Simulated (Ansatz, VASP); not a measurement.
# PbO: VASP beside Ansatz

POSCAR

```
PbO
1.0
    4.1968627715      0.0000000000      0.0000000000
   -2.0984313858      3.6345897763      0.0000000000
    0.0000000000      0.0000000000      5.6222891698
Pb O
2 2
Direct
    0.3333333333      0.6666666667     -0.0195315528
    0.6666666667      0.3333333333      0.4804684472
    0.3333333333      0.6666666667      0.3945315528
    0.6666666667      0.3333333333      0.8945315528
```

Contents of INCAR.step1:

```
SYSTEM = PbO
ALGO     = Normal         ! electronic algorithm
EDIFF    = 1E-4           ! SCF threshold, eV
ENCUT    = 520            ! plane-wave cutoff, eV
GGA      = PE             ! functional
ISMEAR   = 0              ! smearing method
LASPH    = .TRUE.         ! aspherical terms in the spheres
LCHARG   = .FALSE.        ! write CHGCAR
LREAL    = .FALSE.        ! projectors in reciprocal space
LWAVE    = .TRUE.         ! write WAVECAR
NBANDS   = 28             ! bands
NELM     = 60             ! most SCF steps
PREC     = Accurate       ! precision mode
SIGMA    = 0.01           ! smearing width, eV
```

INCAR.step2

```
SYSTEM = PbO
ALGO     = Normal         ! electronic algorithm
EDIFF    = 1E-6           ! SCF threshold, eV
ENCUT    = 520            ! plane-wave cutoff, eV
ISIF     = 2              ! what is computed and relaxed
ISMEAR   = 0              ! smearing method
ISTART   = 1            
LASPH    = .TRUE.         ! aspherical terms in the spheres
LCHARG   = .FALSE.        ! write CHGCAR
LMIXTAU  = .TRUE.       
LREAL    = .FALSE.        ! projectors in reciprocal space
LWAVE    = .FALSE.        ! write WAVECAR
METAGGA  = R2SCAN         ! meta-GGA
NBANDS   = 28             ! bands
NELM     = 60             ! most SCF steps
PREC     = Accurate       ! precision mode
SIGMA    = 0.01           ! smearing width, eV
```

KPOINTS

```
k-points
0
G
  6 6 4
  0 0 0
```

Input for Ansatz:

```yaml
crystal:
  lattice:
    - [4.1968627715, 0.0, 0.0]
    - [-2.0984313858, 3.6345897763, 0.0]
    - [0.0, 0.0, 5.6222891698]
  atoms:
    - { symbol: Pb, position: [0.3333333333, 0.6666666667, -0.0195315528] }
    - { symbol: Pb, position: [0.6666666667, 0.3333333333, 0.4804684472] }
    - { symbol: O, position: [0.3333333333, 0.6666666667, 0.3945315528] }
    - { symbol: O, position: [0.6666666667, 0.3333333333, 0.8945315528] }
kpoints:
  mp_grid: { grid: [6, 6, 4] }
hamiltonian:
  xc: r2scan
scf:
  occupations: { method: fixed }
  n_extra_bands: 5
output:
  forces: true
  stress: true
  eigenvalues: true
```

Alike in both runs: task single point; functional r2SCAN; k mesh 6 × 6 × 4; no spin polarisation.

```csv
,VASP,Ansatz
version,VASP 6.6.1,Ansatz 0.2.0
potentials or method,"VASP PAW PBE potentials, release 64 (Pb_d, O)","plane waves, PAW"
plane-wave cutoff (eV),520,500
occupations,"gaussian, width 0.01 eV",fixed
valence electrons in the cell,40,40
```

VASP gave:

- gap on the k mesh at the Fermi level (eV): 2.04
- pressure (GPa): 0.3
- traceless stress, the component that is largest in VASP (GPa): 0.09
- rms of the force components (eV/Å): 0.022

Question: Estimate Ansatz's values.

Answer: gap on the k mesh at the Fermi level (eV): 2.04; pressure (GPa): 0.0; traceless stress, the component that is largest in VASP (GPa): 0.00; rms of the force components (eV/Å): 0.000.

VASP's potentials were made for PBE, not for r2SCAN. Atom by atom the forces differ by 0.021 eV/Å (rms over components).

Neither program's run includes spin-orbit coupling.
